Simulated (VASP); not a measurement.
# Mo (Pm-3n) in VASP: further runs, part 2 of 2

VASP 6.6.1.

### Step 3. Single point, PBE

File INCAR:

```
SYSTEM = Mo
  ALGO = Normal
  EDIFF = 1E-6
  ENCUT = 520
  GGA = PE
  ISIF = 2
  ISMEAR = -1
  LASPH = .TRUE.
  LCHARG = .TRUE.
  LELF = .TRUE.
  LREAL = .FALSE.
  LVHAR = .TRUE.
  LWAVE = .FALSE.
  NBANDS = 66
  NELM = 60
  PREC = Accurate
  SIGMA = 0.1
```

File KPOINTS:

```
k-points
0
G
  7 7 7
  0 0 0
```

File POSCAR:

```
Mo
1.0
    5.0424923283      0.0000000000      0.0000000000
    0.0000000000      5.0424923283      0.0000000000
    0.0000000000      0.0000000000      5.0424923283
Mo
8
Direct
    1.0000000000      0.0000000000      0.0000000000
    0.5000000000      0.5000000000      0.5000000000
    0.2500000000      0.0000000000      0.5000000000
    0.7500000000      0.0000000000      0.5000000000
    0.5000000000      0.2500000000      0.0000000000
    0.5000000000      0.7500000000      0.0000000000
    0.0000000000      0.5000000000      0.2500000000
    1.0000000000      0.5000000000      0.7500000000
```

Potentials or basis: VASP PAW PBE potentials, release 64 (Mo_sv).

Run with:

```console
$ cat potpaw_PBE.64/Mo_sv/POTCAR > POTCAR
$ mpirun -np 1 vasp_std > vasp.out
```

OUTCAR:

```text
SYSTEM = Mo
   EDIFF = 1E-6
   ENCUT = 520
   GGA = PE
   ISIF = 2
   ISMEAR = -1
   LASPH = .TRUE.
   LREAL = .FALSE.
   NELM = 60
   PREC = Accurate

 ion  position               nearest neighbor table
   1  0.000  0.000  0.000-   3 2.82   4 2.82   5 2.82   6 2.82   7 2.82   8 2.82   3 2.82   4 2.82
                             7 2.82   8 2.82   5 2.82   6 2.82
   2  0.500  0.500  0.500-   3 2.82   4 2.82   5 2.82   6 2.82   7 2.82   8 2.82   5 2.82   6 2.82
                             3 2.82   4 2.82   7 2.82   8 2.82
   3  0.250  0.000  0.500-   4 2.52   4 2.52   1 2.82   1 2.82   2 2.82   2 2.82   5 3.09   6 3.09
                             6 3.09   5 3.09   8 3.09   7 3.09   8 3.09   7 3.09
   4  0.750  0.000  0.500-   3 2.52   3 2.52   1 2.82   1 2.82   2 2.82   2 2.82   5 3.09   6 3.09
                             6 3.09   5 3.09   8 3.09   7 3.09   8 3.09   7 3.09
   5  0.500  0.250  0.000-   6 2.52   6 2.52   1 2.82   2 2.82   2 2.82   1 2.82   3 3.09   4 3.09
                             3 3.09   4 3.09   8 3.09   7 3.09   7 3.09   8 3.09
   6  0.500  0.750  0.000-   5 2.52   5 2.52   1 2.82   2 2.82   2 2.82   1 2.82   3 3.09   4 3.09
                             3 3.09   4 3.09   8 3.09   7 3.09   7 3.09   8 3.09
   7  0.000  0.500  0.250-   8 2.52   8 2.52   1 2.82   2 2.82   1 2.82   2 2.82   3 3.09   4 3.09
[... 210 lines left out ...]
      6     -48.7718      2.00000
[... 1369 lines left out ...]
     65      14.1765      0.00000
     66      14.3286      0.00000

------------------------ aborting loop because EDIFF is reached ----------------------------------------

  FORCE on cell =-STRESS in cart. coord.  units (eV):
  Direction    XX          YY          ZZ          XY          YZ          ZX
  --------------------------------------------------------------------------------------
  -------------------------------------------------------------------------------------
  Total        0.6968865      0.6968865      0.6968865      0.0000000     -0.0000000      0.0000000
  in kB        8.7083708      8.7083708      8.7083708      0.0000000     -0.0000000      0.0000000
  external PRESSURE =       8.7083708 kB  Pullay stress =       0.0000000 kB

 VOLUME and BASIS-vectors are now :
 -----------------------------------------------------------------------------
  energy-cutoff  :      520.00
  volume of cell :      128.21
      direct lattice vectors                 reciprocal lattice vectors
     5.042492328  0.000000000  0.000000000     0.198314630  0.000000000  0.000000000
     0.000000000  5.042492328  0.000000000     0.000000000  0.198314630  0.000000000
     0.000000000  0.000000000  5.042492328     0.000000000  0.000000000  0.198314630

 POSITION                                       TOTAL-FORCE (eV/Angst)
 -----------------------------------------------------------------------------------
      0.00000      0.00000      0.00000         0.000000      0.000000     -0.000000
      2.52125      2.52125      2.52125         0.000000      0.000000     -0.000000
      1.26062      0.00000      2.52125        -0.000000     -0.000000     -0.000000
      3.78187      0.00000      2.52125         0.000000     -0.000000      0.000000
      2.52125      1.26062      0.00000        -0.000000      0.000000      0.000000
      2.52125      3.78187      0.00000        -0.000000      0.000000     -0.000000
      0.00000      2.52125      1.26062         0.000000      0.000000      0.000000
      0.00000      2.52125      3.78187         0.000000      0.000000     -0.000000
 -----------------------------------------------------------------------------------
    total drift:                                0.000000     -0.000000      0.000000

  FREE ENERGIE OF THE ION-ELECTRON SYSTEM (eV)
  ---------------------------------------------------
  free  energy   TOTEN  =       -86.7974438527 eV

  energy  without entropy=      -86.6292301811  energy(sigma->0) =      -86.71333702
```

Wall time 2.1 min (1 thread of Intel Xeon Platinum 8559C (Emerald Rapids), shared host); peak memory 0.29 GiB.

What came out:

| Property | Result |
| --- | --- |
| Free energy | -86.7974 eV |
| Pressure | 0.9 GPa |
| Band gap on the k mesh | zero (band 56 reaches 12.10 eV, above the bottom of band 57 at 11.41 eV) |

### Step 4. Relaxation of cell and atoms, PBE

This run uses another cell than the first one, of 15.59 Å³/atom, 0.973 times its volume.

File INCAR:

```
SYSTEM = Mo
ALGO = Normal ; EDIFF = 1E-7
EDIFFG = -0.01 ; ENCUT = 600
GGA = PE ; IBRION = 2
ISIF = 3 ; ISMEAR = -1
LASPH = .True. ; LCHARG = .False.
LREAL = .False. ; LWAVE = .False.
NELM = 80 ; NSW = 80
PREC = Accurate ; SIGMA = 0.1
```

File KPOINTS:

```
k-points
0
Gamma
  5 5 5
  0 0 0
```

File POSCAR:

```
Mo
1.0
    4.9960273309      0.0000000000      0.0000000000
    0.0000000000      4.9960273309      0.0000000000
    0.0000000000      0.0000000000      4.9960273309
Mo
8
Direct
    0.0000000000      0.0000000000      0.0000000000
    0.5000000000      0.5000000000      0.5000000000
    0.2500000000      0.0000000000      0.5000000000
    0.7500000000      0.0000000000      0.5000000000
    0.5000000000      0.2500000000      0.0000000000
    0.5000000000      0.7500000000      0.0000000000
    0.0000000000      0.5000000000      0.2500000000
    0.0000000000      0.5000000000      0.7500000000
```

Run with:

```console
$ cat potpaw_PBE.64/Mo_sv/POTCAR > POTCAR
$ mpirun -np 1 vasp_std > vasp.out
```

It took 4.2 min on 1 thread of Intel Xeon Platinum 8559C (Emerald Rapids), shared host; peak memory 0.28 GiB.

It converged, with:

| Item | Value |
| --- | --- |
| Free energy | -86.8592 eV |
| Relaxed volume | 16.05 Å³/atom |
| Relaxed cell | a = 5.045 Å, b = 5.045 Å, c = 5.045 Å, α = 90.00°, β = 90.00°, γ = 90.00° |
| Space group after relaxing (to 0.05 Å) | Pm-3n (No. 223) |
| Energy gained by relaxing | 11.1 meV/atom |
| Ionic steps | 4 |
| Pressure after relaxing | 0.0 GPa |
| Band gap on the k mesh | zero (band 56 reaches 11.96 eV, above the bottom of band 57 at 11.39 eV) |

Step by step:
| step | energy change (eV) | largest force (eV/Å) | pressure (GPa) | volume (Å³) |
| --- | --- | --- | --- | --- |
| 1 | 0.0000 | 0.0000 | 7.90 | 124.70 |
| 2 | 0.5192 | 0.0000 | -17.02 | 139.09 |
| 3 | -0.0890 | 0.0000 | -0.23 | 128.53 |
| 4 | -0.0891 | 0.0000 | -0.01 | 128.42 |

Final structure:
```
Mo
1.0
     5.04515    0.00000    0.00000
     0.00000    5.04515    0.00000
     0.00000    0.00000    5.04515
Mo
8
Direct
  0.00000 0.00000 0.00000
  0.50000 0.50000 0.50000
  0.25000 0.00000 0.50000
  0.75000 0.00000 0.50000
  0.50000 0.25000 0.00000
  0.50000 0.75000 0.00000
  0.00000 0.50000 0.25000
  0.00000 0.50000 0.75000
```

Levels at points of the mesh, in eV from the Fermi level:
| k point | band 53 | band 54 | band 55 | band 56 | band 57 | band 58 | band 59 | band 60 |
| --- | --- | --- | --- | --- | --- | --- | --- | --- |
| (0.00, 0.00, 0.00) | -0.90 | -0.90 | -0.48 | -0.48 | -0.48 | 1.23 | 1.23 | 1.23 |

### Step 5. Overview

| task | cell | k mesh | cutoff (eV) | gap on the mesh (eV) | pressure (GPa) |
| --- | --- | --- | --- | --- | --- |
| single point | a = 5.042 Å, 8 atoms | 5 × 5 × 5 | 520 | none | 0.5 |
| single point | a = 5.042 Å, 8 atoms | 7 × 7 × 7 | 520 | none | 0.9 |
| relaxation of cell and atoms | relaxed from a = 4.996 Å, 8 atoms | 5 × 5 × 5 | 600 | none | 0.0 |

Alike in all rows: level PBE; potentials or basis VASP PAW PBE potentials, release 64 (Mo_sv); no spin polarisation; smearing fermi-dirac 0.1 eV.

Absolute energies hang on the potentials; compare differences alone.
